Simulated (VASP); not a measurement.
Set up this calculation in VASP 6.6.1, as the native input.

* Task: single point
* Functional: LDA
* Potentials or basis: VASP PAW LDA potentials, release 64 (Al, N)
* Cutoff: 600 eV
* k mesh: 10 × 10 × 10
* Occupations: gaussian, width 0.01 eV
* Spin: no spin polarisation
* Dipole correction: no
* Further INCAR settings: ALGO = Normal; EDIFF = 1e-06; NBANDS = 11

The structure of AlN lies in POSCAR:

```
AlN
1.0
    0.0000000000      2.1848764127      2.1848764127
    2.1848764127      0.0000000000      2.1848764127
    2.1848764127      2.1848764127      0.0000000000
Al N
1 1
Direct
    0.0000000000      0.0000000000      0.0000000000
    0.2500000000      0.2500000000      0.2500000000
```

One way to write it, as run:

INCAR

```
PREC = Accurate
ENCUT = 600
EDIFF = 1E-6
ISMEAR = 0
SIGMA = 0.01
LREAL = False
LASPH = True
NELM = 120
ALGO = Normal
ISIF = 2
LWAVE = False
LCHARG = False
NBANDS = 11
GGA_COMPAT = False
```

KPOINTS

```
Automatic mesh
0
Gamma
  10 10 10
```

Potentials or basis: VASP PAW LDA potentials, release 64 (Al, N).

Launch:

```bash
$ cat potpaw_LDA.64/Al/POTCAR potpaw_LDA.64/N/POTCAR > POTCAR
$ mpirun -np 1 vasp_std > vasp.out
```

Results of the run:

```json
{
 "Pressure": "-3.4 GPa",
 "Band gap on the k mesh": "3.22 eV, indirect (least direct gap 4.22 eV)"
}
```

It took 23 s on 1 thread of Intel Xeon 8259CL, on a shared host, peak memory 0.14 GiB.
